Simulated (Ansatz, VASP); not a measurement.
**Two plane-wave programs on Co**

INCAR

```
SYSTEM = Co
PREC = Accurate
ENCUT = 520
EDIFF = 1E-7
ISMEAR = -1
SIGMA = 0.01
LREAL = .FALSE.
LASPH = .TRUE.
NELM = 150
ALGO = Normal
ISIF = 2
LWAVE = .FALSE.
LCHARG = .FALSE.
ISPIN = 2
MAGMOM = 1.558 1.558
LORBIT = 11
LMAXMIX = 4
GGA = CA
NBANDS = 20
```

KPOINTS

```
regular mesh
0
G
  15 15 8
  0 0 0
```

File POSCAR:

```
Co
1.0
    2.4273810165      0.0000000000      0.0000000000
   -1.2136905082      2.1021736250      0.0000000000
    0.0000000000      0.0000000000      3.9230481332
Co
2
Direct
    0.3333333333      0.6666666667      0.2500000000
    0.6666666667      0.3333333333      0.7500000000
```

Input for Ansatz:

```yaml
crystal:
  lattice:
    - [2.4273810165, 0.0, 0.0]
    - [-1.2136905082, 2.102173625, 0.0]
    - [0.0, 0.0, 3.9230481332]
  atoms:
    - { symbol: Co, position: [0.3333333333, 0.6666666667, 0.25], spin: 1.558 }
    - { symbol: Co, position: [0.6666666667, 0.3333333333, 0.75], spin: 1.558 }
hamiltonian:
  xc: lda
  pseudopotentials:
    kind: paw
    azcp:
      Co: "pseudopotentials/Co.paw.azcp"
basis:
  ecutwfc: 420
  fft_grid_basis: typed
kpoints:
  mp_grid: { grid: [15, 15, 8], shift: [0, 0, 0] }
magnetization:
  spin_polarized: true
scf:
  occupations: { method: fermi_dirac, width: 0.01 }
  lower_state_search: "off"
output:
  stress: true
```

Alike in both runs: task single point; functional LDA; k mesh 15 × 15 × 8; occupations fermi-dirac, width 0.01 eV; collinear spin.

|  | VASP | Ansatz |
| --- | --- | --- |
| version | VASP 6.6.1 | Ansatz 0.2.0 |
| potentials or method | VASP PAW LDA potentials, release 64 (Co), cutoff 520 eV | plane waves (420 eV) with PAW, scalar-relativistic |
| valence electrons in the cell | 18 | 34 |

|  | VASP | Ansatz | Ansatz less VASP |
| --- | --- | --- | --- |
| pressure (GPa) | -0.9 | 0.4 | +1.29 |
| traceless stress, the component that is largest in VASP (GPa) | -0.78 | -0.70 | +0.077 |
| net moment per atom (μB) | 1.51 | 1.54 | +0.031 |
| size of the moment on the site where the two differ most (μB) | 1.50 | 1.58 | +0.082 |

Ansatz warns that its potentials were made for another functional, while VASP's fit it. LDA's correlation is that of Perdew and Zunger in VASP and of Perdew and Wang (1992) in Ansatz. Site moments also hang on the region over which each program counts them. VASP's potentials hold 18 valence electrons a cell and Ansatz's 34, so a difference there can come from the potentials and not from the codes.
